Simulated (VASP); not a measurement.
# HfO2 (Fm-3m) in VASP: a series of runs, part 2 of 2

VASP 6.6.1. Earlier steps stand in the parts before.

## Step 3: Single point, HSE06 (strain +1.0%)

Input file POSCAR:

```
HfO2
1.0
    0.0000000000      2.5544741425      2.5544741425
    2.5544741425      0.0000000000      2.5544741425
    2.5544741425      2.5544741425      0.0000000000
Hf O
1 2
Direct
    0.0000000000      0.0000000000      0.0000000000
    0.2500000000      0.2500000000      0.2500000000
    0.7500000000      0.7500000000      0.7500000000
```

Input file INCAR.step1:

```
  ALGO = Normal
  EDIFF = 1E-5
  ENCUT = 520
  GGA = PE
  ISIF = 2
  ISMEAR = 0
  LASPH = True
  LCHARG = False
  LREAL = False
  LWAVE = True
  NBANDS = 18
  NELM = 80
  PREC = Accurate
  SIGMA = 0.01
```

Input file INCAR.step2:

```
  ALGO = Normal
  EDIFF = 1E-7
  ENCUT = 520
  GGA = PE
  HFSCREEN = 0.2079
  ISIF = 2
  ISMEAR = 0
  ISTART = 1
  LASPH = True
  LCHARG = False
  LHFCALC = True
  LREAL = False
  LWAVE = False
  NBANDS = 18
  NELM = 80
  PREC = Accurate
  PRECFOCK = Normal
  SIGMA = 0.01
```

Input file KPOINTS:

```
k-points
0
Gamma
  6 6 6
```

Potentials or basis: VASP PAW PBE potentials, release 64 (Hf_pv, O).

Run with:

```console
> cat potpaw_PBE.64/Hf_pv/POTCAR potpaw_PBE.64/O/POTCAR > POTCAR
> cp INCAR.step1 INCAR
> mpirun -np 1 vasp_std > vasp.out
> cp INCAR.step2 INCAR
> mpirun -np 1 vasp_std > vasp.out
```

OUTCAR:

```text
EDIFF = 1E-7
   ENCUT = 520
   GGA = PE
   HFSCREEN = 0.2079
   ISIF = 2
   ISMEAR = 0
   ISTART = 1
   LASPH = True
   LHFCALC = True
   LREAL = False
   NELM = 80
   PREC = Accurate
   PRECFOCK = Normal

 ion  position               nearest neighbor table
   1  0.000  0.000  0.000-   3 2.21   3 2.21   3 2.21   2 2.21   3 2.21   2 2.21   2 2.21   2 2.21

   2  0.250  0.250  0.250-   1 2.21   1 2.21   1 2.21   1 2.21
   3  0.750  0.750  0.750-   1 2.21   1 2.21   1 2.21   1 2.21

  LATTYP: Found a face centered cubic cell.
 ALAT       =     5.1089482850

  Lattice vectors:

 A1 = (   0.0000000000,   2.5544741425,   2.5544741425)
 A2 = (   2.5544741425,   0.0000000000,   2.5544741425)
 A3 = (   2.5544741425,   2.5544741425,   0.0000000000)

Analysis of symmetry for initial positions (statically):
=====================================================================
 Subroutine PRICEL returns:
 Original cell was already a primitive cell.
[... 166 lines left out ...]
  ---------------------------------------------------
  free energy    TOTEN  =       -36.20753609 eV

  energy without entropy =      -36.20753609  energy(sigma->0) =      -36.20753609

 E-fermi :   3.1173     XC(G=0):  -9.6010

 val. band max:        3.0502168653   @ k =   0.5000   0.5000   0.0000
 cond. band min:       8.3203269187   @ k =   0.5000   0.5000   0.0000
 fundamental gap:      5.2701100534
 Fermi energy:         3.1173088312

 k-point     1 :       0.0000    0.0000    0.0000
  band No.  band energies     occupation
      1     -28.2777      2.00000
      2     -28.2777      2.00000
      3     -28.2777      2.00000
      4     -17.2555      2.00000
      5     -14.1729      2.00000
      6      -2.5847      2.00000
[... 313 lines left out ...]
      5     -15.1515      2.00000
      6      -3.1188      2.00000
[... 10 lines left out ...]
     17      17.7412      0.00000
     18      18.4823      0.00000

------------------------ aborting loop because EDIFF is reached ----------------------------------------

  FORCE on cell =-STRESS in cart. coord.  units (eV):
  Direction    XX          YY          ZZ          XY          YZ          ZX
  --------------------------------------------------------------------------------------
  -------------------------------------------------------------------------------------
  Total       -2.5912071     -2.5912071     -2.5912071     -0.0000000     -0.0000000     -0.0000000
  in kB     -124.5312033   -124.5312033   -124.5312033     -0.0000000     -0.0000000     -0.0000000
  external PRESSURE =    -124.5312033 kB  Pullay stress =       0.0000000 kB

 VOLUME and BASIS-vectors are now :
 -----------------------------------------------------------------------------
  energy-cutoff  :      520.00
  volume of cell :       33.34
      direct lattice vectors                 reciprocal lattice vectors
     0.000000000  2.554474143  2.554474143    -0.195735001  0.195735001  0.195735001
     2.554474143  0.000000000  2.554474143     0.195735001 -0.195735001  0.195735001
     2.554474143  2.554474143  0.000000000     0.195735001  0.195735001 -0.195735001

 POSITION                                       TOTAL-FORCE (eV/Angst)
 -----------------------------------------------------------------------------------
      0.00000      0.00000      0.00000         0.000000     -0.000000     -0.000000
      1.27724      1.27724      1.27724         0.000000     -0.000000      0.000000
      3.83171      3.83171      3.83171        -0.000000      0.000000     -0.000000
 -----------------------------------------------------------------------------------
    total drift:                               -0.000000     -0.000000     -0.000000

  FREE ENERGIE OF THE ION-ELECTRON SYSTEM (eV)
  ---------------------------------------------------
  free  energy   TOTEN  =       -36.2075360852 eV

  energy  without entropy=      -36.2075360852  energy(sigma->0) =      -36.20753609
```

OUTCAR.step1:

```text
EDIFF = 1E-5
   ENCUT = 520
   GGA = PE
   ISIF = 2
[... 552 lines left out ...]
      0.00000      0.00000      0.00000         0.000000      0.000000     -0.000000
      1.27724      1.27724      1.27724         0.000000     -0.000000      0.000000
      3.83171      3.83171      3.83171        -0.000000      0.000000      0.000000
 -----------------------------------------------------------------------------------
    total drift:                                0.000000      0.000000      0.000000

  FREE ENERGIE OF THE ION-ELECTRON SYSTEM (eV)
  ---------------------------------------------------
  free  energy   TOTEN  =       -30.2374939628 eV

  energy  without entropy=      -30.2374939628  energy(sigma->0) =      -30.23749396
```

OSZICAR.step1:

```text
N       E                     dE             d eps       ncg     rms          rms(c)
DAV:   1     0.898976057869E+02    0.89898E+02   -0.12780E+04   576   0.122E+03
DAV:   2    -0.323142707017E+02   -0.12221E+03   -0.11749E+03   766   0.290E+02
DAV:   3    -0.360375620465E+02   -0.37233E+01   -0.37135E+01   662   0.447E+01
DAV:   4    -0.360598039365E+02   -0.22242E-01   -0.22232E-01   698   0.379E+00
DAV:   5    -0.360599757251E+02   -0.17179E-03   -0.17178E-03   644   0.307E-01    0.456E+01
DAV:   6    -0.303821421842E+02    0.56778E+01   -0.20615E+01   588   0.321E+01    0.401E+01
DAV:   7    -0.302791752125E+02    0.10297E+00   -0.69431E-01   648   0.676E+00    0.286E+01
DAV:   8    -0.302637406340E+02    0.15435E-01   -0.34204E-01   616   0.527E+00    0.102E+01
DAV:   9    -0.302371588887E+02    0.26582E-01   -0.77463E-02   606   0.237E+00    0.270E+00
DAV:  10    -0.302374441818E+02   -0.28529E-03   -0.36094E-03   640   0.455E-01    0.153E-01
DAV:  11    -0.302374784826E+02   -0.34301E-04   -0.19152E-04   654   0.117E-01    0.222E-01
DAV:  12    -0.302374929652E+02   -0.14483E-04   -0.42023E-05   630   0.432E-02    0.153E-02
DAV:  13    -0.302374939628E+02   -0.99760E-06   -0.14365E-06   422   0.905E-03
   1 F= -.30237494E+02 E0= -.30237494E+02  d E =-.404881E-32
```

It took 40 min on 1 thread of Intel Xeon 6975P-C (Granite Rapids), shared host; peak memory 0.27 GiB.

Results:

* Free energy: -36.2075 eV
* Pressure: -12.5 GPa
* Band gap on the k mesh: 5.27 eV

Levels at points of the mesh, in eV from the valence-band top:
| k point | band 9 | band 10 | band 11 | band 12 | band 13 | band 14 |
| --- | --- | --- | --- | --- | --- | --- |
| (0.00, 0.00, 0.00) | -0.66 | -0.66 | -0.66 | 5.40 | 5.40 | 7.21 |
| (0.50, 0.00, 0.00) | -2.90 | -1.99 | -1.99 | 6.15 | 6.15 | 8.43 |
| (0.50, 0.50, 0.00) | -1.60 | -1.60 | 0.00 | 5.27 | 7.12 | 8.06 |

Caveat: the cell differs from its parent crystal (strain +1.0%); the cell stands under tension; the PAW data sets were made with another functional, which shifts forces and pressure a little; spin-orbit coupling is left out, which moves the levels of the heavy elements. A k mesh can miss the band edges.

## Step 4: Single point, HSE06 (strain +2.0%)

Input file POSCAR:

```
HfO2
1.0
    0.0000000000      2.5797659657      2.5797659657
    2.5797659657      0.0000000000      2.5797659657
    2.5797659657      2.5797659657      0.0000000000
Hf O
1 2
Direct
    0.0000000000      0.0000000000      0.0000000000
    0.2500000000      0.2500000000      0.2500000000
    0.7500000000      0.7500000000      0.7500000000
```

Input file INCAR.step1:

```
  ALGO = Normal
  EDIFF = 1E-5
  ENCUT = 520
  GGA = PE
  ISIF = 2
  ISMEAR = 0
  LASPH = T
  LCHARG = F
  LREAL = F
  LWAVE = T
  NBANDS = 18
  NELM = 100
  PREC = Accurate
  SIGMA = 0.01
```

Input file INCAR.step2:

```
  ALGO = Normal
  EDIFF = 1E-7
  ENCUT = 520
  GGA = PE
  HFSCREEN = 0.2079
  ISIF = 2
  ISMEAR = 0
  ISTART = 1
  LASPH = T
  LCHARG = F
  LHFCALC = T
  LREAL = F
  LWAVE = F
  NBANDS = 18
  NELM = 100
  PREC = Accurate
  PRECFOCK = Normal
  SIGMA = 0.01
```

KPOINTS is that of step 3.

Run with:

```console
> cat potpaw_PBE.64/Hf_pv/POTCAR potpaw_PBE.64/O/POTCAR > POTCAR
> cp INCAR.step1 INCAR
> mpirun -np 1 vasp_std > vasp.out
> cp INCAR.step2 INCAR
> mpirun -np 1 vasp_std > vasp.out
```

Wall time 40 min (1 thread of Oxide Virtual Turin-like, shared host); peak memory 0.24 GiB.

Results (log left out):

```
Free energy            : -36.1111 eV
Pressure               : -18.7 GPa
Band gap on the k mesh : 5.18 eV
```

Levels at points of the mesh, in eV from the valence-band top:
```tsv
k point	band 7	band 8	band 9	band 10	band 11	band 12	band 13	band 14	band 15	band 16
(0.00, 0.00, 0.00)	-5.45	-5.45	-0.64	-0.64	-0.64	5.31	5.31	6.96	11.67	11.67
(0.50, 0.00, 0.00)	-4.35	-3.22	-2.83	-1.95	-1.95	6.02	6.02	8.13	10.49	10.64
(0.50, 0.50, 0.00)	-3.67	-3.67	-1.55	-1.55	0.00	5.18	6.94	7.78	9.38	9.38
```

Caveat: the cell differs from its parent crystal (strain +2.0%); the cell stands under tension; the PAW data sets were made with another functional, which shifts forces and pressure a little; spin-orbit coupling is left out, which moves the levels of the heavy elements. A k mesh can miss the band edges.

## Step 5: The runs side by side

```tsv
cell	gap on the mesh (eV)	pressure (GPa)
a = 3.684 Å, angles 60.0°, 3 atoms	5.08	-24.1
a = 3.613 Å, angles 60.0°, 3 atoms	5.27	-12.5
a = 3.648 Å, angles 60.0°, 3 atoms	5.18	-18.7
```

Alike in all rows: task single point; level HSE06; potentials or basis VASP PAW PBE potentials, release 64 (Hf_pv, O); no spin polarisation; k mesh 6 × 6 × 6; cutoff (eV) 520; smearing gaussian 0.01 eV.

Caveats: the cell stands under tension; the PAW data sets were made with another functional, which shifts forces and pressure a little; spin-orbit coupling is left out, which moves the levels of the heavy elements.

Total energies depend on the potentials used, so only differences within one code and one set of settings carry meaning.
